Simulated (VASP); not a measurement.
Write the native input for VASP 6.6.1 that does the following.

```yaml
Task: single point
Functional: r2SCAN
Potentials_or_basis: VASP PAW PBE potentials, release 64 (Ru_pv)
Cutoff: 520 eV
k_mesh: 20 × 20 × 20
Occupations: gaussian, width 0.05 eV
Spin: no spin polarisation
Dipole_correction: no
Further_INCAR_settings: ALGO = Normal; EDIFF = 1e-07; NBANDS = 13
```

Crystal: Ru.

```
CELL_PARAMETERS angstrom
-1.51575 1.51575 1.51575
1.51575 -1.51575 1.51575
1.51575 1.51575 -1.51575
ATOMIC_POSITIONS crystal
Ru 0.00000 0.00000 0.00000
```

These files were run (other wordings do the same):

POSCAR

```
Ru
1.0
   -1.5157467950      1.5157467950      1.5157467950
    1.5157467950     -1.5157467950      1.5157467950
    1.5157467950      1.5157467950     -1.5157467950
Ru
1
Direct
    0.0000000000      0.0000000000      0.0000000000
```

INCAR.step1

```
  PREC = Accurate
  ENCUT = 520
  ISMEAR = 0
  SIGMA = 0.05
  LREAL = False
  LASPH = True
  NELM = 80
  NBANDS = 13
  GGA = PE
  ALGO = Normal
  EDIFF = 1E-4
  LWAVE = True
  LCHARG = False
```

INCAR.step2

```
  PREC = Accurate
  ENCUT = 520
  EDIFF = 1E-7
  ISMEAR = 0
  SIGMA = 0.05
  LREAL = False
  LASPH = True
  NELM = 80
  ALGO = Normal
  ISIF = 2
  LWAVE = False
  LCHARG = False
  METAGGA = R2SCAN
  LMIXTAU = True
  NBANDS = 13
  ISTART = 1
```

KPOINTS

```
Automatic mesh
0
Gamma
  20 20 20
```

Potentials or basis: VASP PAW PBE potentials, release 64 (Ru_pv).

Run with:

```console
$ cat potpaw_PBE.64/Ru_pv/POTCAR > POTCAR
$ cp INCAR.step1 INCAR
$ mpirun -np 1 vasp_std > vasp.out
$ cp INCAR.step2 INCAR
$ mpirun -np 1 vasp_std > vasp.out
```

It gave:

```yaml
Pressure: 1.4 GPa
Band_gap_on_the_k_mesh: zero (band 7 reaches 14.28 eV, above the bottom of band 8 at 10.63 eV)
```

Caveat: the PAW data sets were made with another functional, which shifts forces and pressure a little.

It took 66 s on 1 thread of Intel(R) Xeon(R) 6975P-C (Granite Rapids), on a shared host, peak memory 0.15 GiB.
